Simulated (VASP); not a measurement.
A run of VASP 6.6.1 is set up as follows.

The input INCAR:

```
SYSTEM = Si13P2Pt3Au2
PREC     = Accurate       ! precision mode
ENCUT    = 400            ! plane-wave cutoff, eV
EDIFF    = 1E-6           ! SCF threshold, eV
ISMEAR   = -1             ! smearing method
SIGMA    = 0.2025         ! smearing width, eV
LREAL    = Auto         
LASPH    = .True.         ! aspherical terms in the spheres
NELM     = 120            ! most SCF steps
ALGO     = Normal         ! electronic algorithm
ISIF     = 2              ! what is computed and relaxed
LWAVE    = .False.        ! write WAVECAR
LCHARG   = .False.        ! write CHGCAR
GGA      = PE             ! functional
ISYM     = -1           
NBANDS   = 73             ! bands
GGA_COMPAT= .False.
```

Contents of KPOINTS:

```
explicit points
1
Reciprocal
  0.25000000   0.25000000   0.25000000 1
```

The input POSCAR:

```
Si13P2Pt3Au2
1.0
    6.4794480000     -0.0023350000     -0.0331270000
   -0.0023350000      6.7843160000      0.1466780000
   -0.0331270000      0.1466780000      7.1568870000
Si Pt P Au
13 3 2 2
Direct
    0.4061630907      0.4105014299      0.8190933343
    0.0815155038      0.4703092968      0.0367161501
    0.7145149295     -0.1131007169      0.2475449344
    0.7685814364      0.1691998085      0.4804651670
    0.8742815973      0.4216123268      0.7475980931
    0.1673542913      0.1234971432      0.1939222502
    0.1768538741      0.7537121719      0.6942241291
    0.4766154785      0.9590534550      0.4817163941
    0.5396361408      0.2894707915      0.1899175619
    0.6044441741      0.5843202982      0.4692307549
    1.1066655651      0.1821048937      0.7085992455
    0.5445375174      0.6227048350      0.0997226580
    0.7334681322      1.1425974138      0.8651449569
    0.3693825178      0.3119052316      0.4819185910
    0.3591442714      0.0314631449      0.8707146586
    0.9251669836      0.8088841651      0.9829932337
    0.6787493786      0.8398815521      0.7298028856
   -0.0388738411      0.8915530400      0.4828445677
    0.2720960038      0.7596084837      0.2900118265
    1.0024102237      0.4452083590      0.3562458890
```

Potentials or basis: VASP PAW PBE potentials, release 64 (Si, Pt, P, Au).

Command:

```sh
$ cat potpaw_PBE.64/Si/POTCAR potpaw_PBE.64/Pt/POTCAR potpaw_PBE.64/P/POTCAR potpaw_PBE.64/Au/POTCAR > POTCAR
$ mpirun -np 1 vasp_std > vasp.out
```

Predict the largest force.

2.167 eV/Å.

Predict the pressure.

8.4 GPa.

Forces on the atoms (eV/Å):
```
Si  -0.663  0.762  0.279
Si   0.489  0.639 -1.671
Si   0.600 -0.440 -0.771
Si  -0.126  2.138  0.326
Si  -0.197  1.461 -0.559
Si   0.789  0.157 -0.723
Si   0.669 -0.087  1.444
Si  -1.594  0.446  0.699
Si   0.972 -0.904 -0.641
Si   1.027 -0.180 -0.186
Si   0.109 -0.116 -0.988
Si   0.369 -0.008 -1.142
Si  -0.659 -0.976  1.588
Pt  -0.256 -1.010  0.373
Pt   0.534 -0.945  1.574
Pt   0.141 -0.149  0.101
P    0.366 -0.380  0.020
P    0.573 -0.309  0.501
Au  -1.762 -0.171 -0.957
Au  -1.379  0.072  0.734
```

Caveat: the atoms stand as in a frame of molecular dynamics.
